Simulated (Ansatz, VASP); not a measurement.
Mo3HS6: VASP beside Ansatz

The input INCAR:

```
PREC = Accurate ; ENCUT = 520
EDIFF = 1E-7 ; ISMEAR = 0
SIGMA = 0.1 ; LREAL = F
LASPH = T ; NELM = 100
ALGO = Normal ; ISIF = 2
LWAVE = F ; LCHARG = F
LDIPOL = T ; IDIPOL = 3
DIPOL = 0.5 0.5 0.479 ; GGA = PS
NBANDS = 50
```

KPOINTS

```
Automatic mesh
0
Gamma
  10 5 1
```

File POSCAR:

```
Mo3HS6
1.0
    3.1204068985      0.0000000000      0.0000000000
   -1.5602034492      6.1523257957      0.0000000000
    0.0000000000      0.0000000000     25.6597815141
S Mo H
6 3 1
Direct
    0.8927216587      0.7854433174      0.3312576919
    0.1715891272      0.3431782543      0.3824398182
    0.4248770516      0.8497541032      0.4354374436
    0.7047428115      0.4094654124      0.4861970894
    0.9628665561      0.9257405526      0.5411345583
    0.1730160878      0.3460381128      0.6172031673
    0.5321553930      0.0643107859      0.3568487551
    0.0634283179      0.1268429315      0.4560351157
    0.6028601598      0.2057221030      0.5588565878
    0.3396827545      1.1793714461      0.6274811471
```

Input for Ansatz:

```yaml
crystal:
  lattice:
    - [3.1204068985, 0.0, 0.0]
    - [-1.5602034492, 6.1523257957, 0.0]
    - [0.0, 0.0, 25.6597815141]
  atoms:
    - { symbol: S, position: [0.8927216587, 0.7854433174, 0.3312576919] }
    - { symbol: Mo, position: [0.532155393, 0.0643107859, 0.3568487551] }
    - { symbol: S, position: [0.1715891272, 0.3431782543, 0.3824398182] }
    - { symbol: S, position: [0.4248770516, 0.8497541032, 0.4354374436] }
    - { symbol: Mo, position: [0.0634283179, 0.1268429315, 0.4560351157] }
    - { symbol: S, position: [0.7047428115, 0.4094654124, 0.4861970894] }
    - { symbol: S, position: [0.9628665561, 0.9257405526, 0.5411345583] }
    - { symbol: Mo, position: [0.6028601598, 0.205722103, 0.5588565878] }
    - { symbol: S, position: [0.1730160878, 0.3460381128, 0.6172031673] }
    - { symbol: H, position: [0.3396827545, 1.1793714461, 0.6274811471] }
basis:
  ecutwfc: 420
kpoints:
  mp_grid: { grid: [10, 5, 1] }
hamiltonian:
  xc: pbesol
scf:
  occupations: { method: gaussian, width: 0.1 }
output:
  forces: true
  stress: true
  eigenvalues: true
  write_density: true
  write_potential: true
  elf: true
  volumetric_format: npy
efield:
  axis: 3
  dipole_correction: true
  ramp_width: 0.04
```

Alike in both runs: task single point; functional PBEsol; k mesh 10 × 5 × 1; occupations gaussian, width 0.1 eV; no spin polarisation.

```csv
,VASP,Ansatz
version,VASP 6.6.1,Ansatz 0.2.0
potentials or method,"VASP PAW PBE potentials, release 64 (S, Mo_sv, H), cutoff 520 eV","scalar-relativistic, plane waves, PAW"
valence electrons in the cell,79,79
```

VASP gave:

* gap on the k mesh at the Fermi level (eV): none
* rms of the force components (eV/Å): 1.251

**Question.** Estimate Ansatz's values.

**Answer.** gap on the k mesh at the Fermi level (eV): none; rms of the force components (eV/Å): 1.263.

VASP's potentials were made for PBE, not for PBEsol. A gap of «none» marks a metal or a gap that the smearing closes. With one functional, cell and mesh, what is left measures potentials, basis and numerics. Ansatz's warnings: xc potential rough in thin density.
